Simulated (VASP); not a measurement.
# Pd (Fm-3m) in VASP: notebook

Aim: see how the results for Pd move with the level of theory and the settings. Levels: PBE+U, PBEsol. Tasks: single point.

All numbers are computed with VASP 6.6.1; they aren't measurements. Logs are shortened: lines on timing, memory, paths and dates and some standing lists are left out, and cuts for length are marked.

## (1) The cell of the first run

The structure is cubic, space group Fm-3m (No. 225). Conventional cell: a = 3.890 Å, b = 3.890 Å, c = 3.890 Å, α = 90.00°, β = 90.00°, γ = 90.00°. Within 3.6 Å of Pd (site symmetry m-3m) lie 12 Pd at 2.75 Å.

## (2) Single point, PBE+U

INCAR

```
SYSTEM = Pd
PREC = Accurate ; ENCUT = 520
EDIFF = 1E-7 ; ISMEAR = -1
SIGMA = 0.05 ; LREAL = .False.
LASPH = .True. ; NELM = 150
ALGO = Normal ; ISIF = 2
LWAVE = .False. ; LCHARG = .False.
LMAXMIX = 4 ; LDAU = .True.
LDAUTYPE = 2 ; LDAUL = 2
LDAUU = 4 ; LDAUJ = 0
LDAUPRINT = 1 ; GGA = PE
NBANDS = 11
```

KPOINTS

```
Automatic mesh
0
Gamma
  18 18 18
  0 0 0
```

POSCAR

```
Pd
1.0
    0.0000000000      1.9449000000      1.9449000000
    1.9449000000      0.0000000000      1.9449000000
    1.9449000000      1.9449000000      0.0000000000
Pd
1
Direct
    0.0000000000      0.0000000000      0.0000000000
```

Potentials or basis: VASP PAW PBE potentials, release 64 (Pd).

Run with:

```sh
cat potpaw_PBE.64/Pd/POTCAR > POTCAR
mpirun -np 1 vasp_std > vasp.out
```

OUTCAR:

```text
SYSTEM = Pd
   PREC = Accurate
   ENCUT = 520
   EDIFF = 1E-7
   ISMEAR = -1
   LREAL = .False.
   LASPH = .True.
   NELM = 150
   ISIF = 2
   GGA = PE

 ion  position               nearest neighbor table
   1  0.000  0.000  0.000-

  LATTYP: Found a face centered cubic cell.
 ALAT       =     3.8898000000

  Lattice vectors:

 A1 = (   0.0000000000,   1.9449000000,   1.9449000000)
 A2 = (   1.9449000000,   0.0000000000,   1.9449000000)
 A3 = (   1.9449000000,   1.9449000000,   0.0000000000)

Analysis of symmetry for initial positions (statically):
=====================================================================
 Subroutine PRICEL returns:
 Original cell was already a primitive cell.

 Routine SETGRP: Setting up the symmetry group for a
 face centered cubic supercell.

 Subroutine GETGRP returns: Found 48 space group operations
 (whereof 48 operations were pure point group operations)
 out of a pool of 48 trial point group operations.

The static configuration has the point symmetry O_h .

Analysis of symmetry for dynamics (positions and initial velocities):
=====================================================================
 Subroutine PRICEL returns:
 Original cell was already a primitive cell.

 Routine SETGRP: Setting up the symmetry group for a
 face centered cubic supercell.

 Subroutine GETGRP returns: Found 48 space group operations
 (whereof 48 operations were pure point group operations)
 out of a pool of 48 trial point group operations.

The dynamic configuration has the point symmetry O_h .

 Subroutine INISYM returns: Found 48 space group operations
 (whereof 48 operations are pure point group operations),
 and found     1 'primitive' translations

----------------------------------------------------------------------------------------

                                     Primitive cell

  volume of cell :      14.7137

  direct lattice vectors                    reciprocal lattice vectors
     0.000000000  1.944900000  1.944900000    -0.257082626  0.257082626  0.257082626
     1.944900000  0.000000000  1.944900000     0.257082626 -0.257082626  0.257082626
     1.944900000  1.944900000  0.000000000     0.257082626  0.257082626 -0.257082626

  length of vectors
     2.750503957  2.750503957  2.750503957     0.445280171  0.445280171  0.445280171

  position of ions in fractional coordinates (direct lattice)
     0.000000000  0.000000000  0.000000000

  ion indices of the primitive-cell ions
   primitive index   ion index
                 1           1

----------------------------------------------------------------------------------------

 KPOINTS: Automatic mesh

Automatic generation of k-mesh.
 Grid dimensions read from file:
 generate k-points for:   18   18   18

 Generating k-lattice:

  Cartesian coordinates                     Fractional coordinates (reciprocal lattice)
    -0.014282368  0.014282368  0.014282368     0.055555556  0.000000000  0.000000000
     0.014282368 -0.014282368  0.014282368     0.000000000  0.055555556  0.000000000
     0.014282368  0.014282368 -0.014282368     0.000000000  0.000000000  0.055555556

  Length of vectors
     0.024737787  0.024737787  0.024737787

  Shift w.r.t. Gamma in fractional coordinates (k-lattice)
     0.000000000  0.000000000  0.000000000

 Subroutine IBZKPT returns following result:
 ===========================================

 Found    195 irreducible k-points:

 Following reciprocal coordinates:
            Coordinates               Weight
  0.000000  0.000000  0.000000      1.000000
  0.055556  0.000000  0.000000      8.000000
  0.111111  0.000000  0.000000      8.000000
  0.166667  0.000000  0.000000      8.000000
  0.222222  0.000000  0.000000      8.000000
  0.277778  0.000000  0.000000      8.000000
[... 16 lines left out ...]
 -0.277778  0.055556  0.000000     24.000000
 -0.222222  0.055556  0.000000     24.000000
 [... further k-points ...]
   k-points           NKPTS =    195   k-points in BZ     NKDIM =    195   number of bands    NBANDS=     11
   number of dos      NEDOS =    301   number of ions     NIONS =      1
   total plane-waves  NPLWV =   8000
   dimension x,y,z NGX =    20 NGY =   20 NGZ =   20
   dimension x,y,z NGXF=    40 NGYF=   40 NGZF=   40
   ions per type =               1
   NGX,Y,Z   is equivalent  to a cutoff of  12.09, 12.09, 12.09 a.u.
   NGXF,Y,Z  is equivalent  to a cutoff of  24.18, 24.18, 24.18 a.u.
 SYSTEM =  Pd
   PREC   = accura    normal or accurate (medium, high low for compatibility)
   ISTART =      0    job   : 0-new  1-cont  2-samecut
   ICHARG =      2    charge: 1-file 2-atom 10-const
   ISPIN  =      1    spin polarized calculation?
   LNONCOLLINEAR =      F non collinear calculations
   LSORBIT =      F    spin-orbit coupling
   LASPH  =      T    aspherical Exc in radial PAW
   ENCUT  =  520.0 eV  38.22 Ry    6.18 a.u.   5.11  5.11  5.11*2*pi/ulx,y,z
   NELM   =    150;   NELMIN=  2; NELMDL= -5     # of ELM steps
   EDIFF  = 0.1E-06   stopping-criterion for ELM
   LREAL  =      F    real-space projection
   EDIFFG = 0.1E-05   stopping-criterion for IOM
   NSW    =      0    number of steps for IOM
   IBRION =     -1    ionic relax: 0-MD 1-quasi-New 2-CG
   NFREE  =      0    steps in history (QN), initial steepest desc. (CG)
   ISIF   =      2    stress and relaxation
   ISYM   =      2    0-nonsym 1-usesym 2-fastsym
   POTIM  = 0.5000    time-step for ionic-motion
   TEBEG  =    0.0;   TEEND  =   0.0 temperature during run
   PSTRESS=    0.0 pullay stress
   NELECT =      10.0000    total number of electrons
   NUPDOWN=      -1.0000    fix difference up-down
   EMIN   =  10.00;   EMAX   =-10.00  energy-range for DOS
   EFERMI =   0.00;   METHOD = LEGACY
   ISMEAR =    -1;   SIGMA  =   0.05  broadening in eV -4-tet -1-fermi 0-gaus
   EFERMI_NEDOS =   21; number of points for ismear=-14 and -15
   IALGO  =     38    algorithm
   IMIX   =      4    mixing-type and parameters
     AMIX     =   0.40;   BMIX     =  1.00
     AMIX_MAG =   1.60;   BMIX_MAG =  1.00
  volume/ion in A,a.u.               =      14.71        99.29
  Fermi-wavevector in a.u.,A,eV,Ry     =   1.439354  2.719984 28.187725  2.071739
  Thomas-Fermi vector in A             =   2.558219
   LORBIT       =      0    0 simple, 1 ext, 2 COOP (PROOUT), +10 PAW based schemes
 LDA+U is selected, type is set to LDAUTYPE =  2
   angular momentum for each species LDAUL =     2
   U (eV)           for each species LDAUU =   4.0
   J (eV)           for each species LDAUJ =   0.0
   GGA     = PE    functional components
   LHFCALC =     F    Hartree Fock is set to
   AEXX    =    0.0000 exact exchange contribution
   IVDW    =     0    specifies the selected vdW correction
   LEPSILON=     F    determine dielectric tensor
   LRPA    =     F    only Hartree local field effects (RPA)
 non-spin polarized calculation
  energy-cutoff  :      520.00
  volume of cell :       14.71
 maximum number of plane-waves:       411
   NGX = 11   NGY = 11   NGZ = 11

atom =   1  type =  1  l = 2

 onsite density matrix

spin component  1

  0.8683  0.0000  0.0000  0.0000 -0.0000
  0.0000  0.8683 -0.0000  0.0000 -0.0000
  0.0000 -0.0000  0.9333 -0.0000  0.0000
  0.0000  0.0000 -0.0000  0.8683 -0.0000
 -0.0000 -0.0000  0.0000 -0.0000  0.9333

spin component  2

  0.8683  0.0000  0.0000  0.0000 -0.0000
  0.0000  0.8683 -0.0000  0.0000 -0.0000
  0.0000 -0.0000  0.9333 -0.0000  0.0000
  0.0000  0.0000 -0.0000  0.8683 -0.0000
 -0.0000 -0.0000  0.0000 -0.0000  0.9333

 occupancies and eigenvectors

  o =  0.8683  v =  0.0000  0.5022  0.0000 -0.8647 -0.0000  0.0000  0.0000  0.0000  0.0000  0.0000      0.0000  0.0000  0.0000  0.0000  0.0000  0.0000  0.0000  0.0000  0.0000  0.0000
  o =  0.8683  v =  0.0000  0.0000  0.0000  0.0000  0.0000  0.0000  0.5022  0.0000 -0.8647 -0.0000      0.0000  0.0000  0.0000  0.0000  0.0000  0.0000  0.0000  0.0000  0.0000  0.0000
  o =  0.8683  v =  0.0000 -0.8647 -0.0000 -0.5022  0.0000  0.0000  0.0000  0.0000  0.0000  0.0000      0.0000  0.0000  0.0000  0.0000  0.0000  0.0000  0.0000  0.0000  0.0000  0.0000
  o =  0.8683  v =  0.0000  0.0000  0.0000  0.0000  0.0000  0.0000 -0.8647 -0.0000 -0.5022  0.0000      0.0000  0.0000  0.0000  0.0000  0.0000  0.0000  0.0000  0.0000  0.0000  0.0000
  o =  0.8683  v =  0.0000  0.0000  0.0000  0.0000  0.0000  1.0000  0.0000  0.0000  0.0000  0.0000      0.0000  0.0000  0.0000  0.0000  0.0000  0.0000  0.0000  0.0000  0.0000  0.0000
  o =  0.8683  v =  1.0000  0.0000  0.0000  0.0000  0.0000  0.0000  0.0000  0.0000  0.0000  0.0000      0.0000  0.0000  0.0000  0.0000  0.0000  0.0000  0.0000  0.0000  0.0000  0.0000
  o =  0.9333  v =  0.0000 -0.0000  0.9995 -0.0000 -0.0301  0.0000  0.0000  0.0000  0.0000  0.0000      0.0000  0.0000  0.0000  0.0000  0.0000  0.0000  0.0000  0.0000  0.0000  0.0000
  o =  0.9333  v =  0.0000  0.0000  0.0000  0.0000  0.0000  0.0000 -0.0000  0.9995 -0.0000 -0.0301      0.0000  0.0000  0.0000  0.0000  0.0000  0.0000  0.0000  0.0000  0.0000  0.0000
  o =  0.9333  v =  0.0000  0.0000  0.0000  0.0000  0.0000  0.0000  0.0000  0.0301 -0.0000  0.9995      0.0000  0.0000  0.0000  0.0000  0.0000  0.0000  0.0000  0.0000  0.0000  0.0000
  o =  0.9333  v =  0.0000  0.0000  0.0301 -0.0000  0.9995  0.0000  0.0000  0.0000  0.0000  0.0000      0.0000  0.0000  0.0000  0.0000  0.0000  0.0000  0.0000  0.0000  0.0000  0.0000

 number of electron      10.0000000 magnetization

 Free energy of the ion-electron system (eV)
  ---------------------------------------------------
  ext. energy  EPLUGINS =         0.00000000
  ---------------------------------------------------
  free energy    TOTEN  =        -2.99499699 eV

  energy without entropy =       -2.97964960  energy(sigma->0) =       -2.98732330

 E-fermi :   8.5948     XC(G=0): -13.0896

 val. band max:        8.5920602721   @ k =  -0.3333   0.3889   0.1111
 cond. band min:       8.5952300475   @ k =  -0.3889   0.3889   0.1667
 fundamental gap:      0.0031697754
 Fermi energy:         8.5948232064

 k-point     1 :       0.0000    0.0000    0.0000
  band No.  band energies     occupation
      1       2.7193      2.00000
      2       5.7185      2.00000
      3       5.7185      2.00000
      4       5.7185      2.00000
      5       7.0987      2.00000
      6       7.0987      2.00000
      7      27.0868      0.00000
      8      31.8516      0.00000
      9      31.8516      0.00000
     10      31.8516      0.00000
     11      36.6439      0.00000
[... 309 lines left out ...]
 k-point    24 :      -0.2222    0.0556    0.0000
  band No.  band energies     occupation
      1       4.0230      2.00000
      2       5.8047      2.00000
      3       6.0088      2.00000
      4       6.0736      2.00000
      5       7.0852      2.00000
      6       7.6802      2.00000
      7      24.2618      0.00000
      8      27.8253      0.00000
      9      31.5344      0.00000
     10      33.8361      0.00000
     11      34.2235      0.00000

 [... further k-points ...]
[... 5 lines left out ...]
  --------------------------------------------------------------------------------------
  -------------------------------------------------------------------------------------
  Total       -0.2440482     -0.2440482     -0.2440482      0.0000000      0.0000000      0.0000000
  in kB      -26.5744593    -26.5744593    -26.5744593      0.0000000      0.0000000      0.0000000
  external PRESSURE =     -26.5744593 kB  Pullay stress =       0.0000000 kB

 VOLUME and BASIS-vectors are now :
 -----------------------------------------------------------------------------
  energy-cutoff  :      520.00
  volume of cell :       14.71
      direct lattice vectors                 reciprocal lattice vectors
     0.000000000  1.944900000  1.944900000    -0.257082626  0.257082626  0.257082626
     1.944900000  0.000000000  1.944900000     0.257082626 -0.257082626  0.257082626
     1.944900000  1.944900000  0.000000000     0.257082626  0.257082626 -0.257082626

 POSITION                                       TOTAL-FORCE (eV/Angst)
 -----------------------------------------------------------------------------------
      0.00000      0.00000      0.00000         0.000000     -0.000000      0.000000
 -----------------------------------------------------------------------------------
    total drift:                               -0.000000     -0.000000     -0.000000

  FREE ENERGIE OF THE ION-ELECTRON SYSTEM (eV)
  ---------------------------------------------------
  free  energy   TOTEN  =        -2.9949969872 eV

  energy  without entropy=       -2.9796496048  energy(sigma->0) =       -2.98732330
```

Wall time 27 s (1 thread of AMD EPYC 7R13 (Zen 3), shared host); peak memory 0.11 GiB.

What came out:

```yaml
Free_energy: -2.9950 eV
Pressure: -2.7 GPa
Band_gap_on_the_k_mesh: zero (band 5 reaches 8.91 eV, above the bottom of band 6 at 7.05 eV)
```

Eigenvalues of the final occupation matrices:
```
    site  spin  trace               eigenvalues
site 1 d     1   4.47  0.87 0.87 0.87 0.93 0.93
site 1 d     2   4.47  0.87 0.87 0.87 0.93 0.93
```

Caveat: U without spin polarisation on a metal has little footing; the U is typed as a test and isn't derived for this compound.

## (3) Single point, PBEsol

INCAR

```
SYSTEM = Pd
ALGO = Normal ; EDIFF = 1E-6
ENCUT = 520 ; GGA = PS
ISIF = 2 ; ISMEAR = -1
LASPH = .True. ; LCHARG = .False.
LREAL = .False. ; LWAVE = .False.
NBANDS = 11 ; NELM = 60
PREC = Accurate ; SIGMA = 0.05
```

KPOINTS

```
k-points
0
Gamma
  18 18 18
  0 0 0
```

POSCAR is that of step 2.

Potentials or basis: VASP PAW PBE potentials, release 64 (Pd).

Run with:

```sh
cat potpaw_PBE.64/Pd/POTCAR > POTCAR
mpirun -np 1 vasp_std > vasp.out
```

Run time: 52 s. Hardware: 1 thread of AMD EPYC 7R43 (Zen 3), shared host; peak memory 0.11 GiB.

Results (log left out):

```
Free energy            : -5.9716 eV
Pressure               : -2.5 GPa
Band gap on the k mesh : zero (band 5 reaches 9.96 eV, above the bottom of band 6 at 8.37 eV)
```

Levels at points of the mesh, in eV from the Fermi level:
```
           k point  band 3  band 4  band 5  band 6  band 7  band 8
(0.00, 0.00, 0.00)   -2.87   -2.87   -1.23   -1.23   17.12   21.91
(0.50, 0.00, 0.00)   -2.91   -0.02   -0.02    0.91    7.28   16.48
(0.50, 0.50, 0.00)   -0.05    0.29    0.29    3.25   10.73   13.12
```

Caveat: the PAW data sets were made with another functional, which shifts forces and pressure a little.
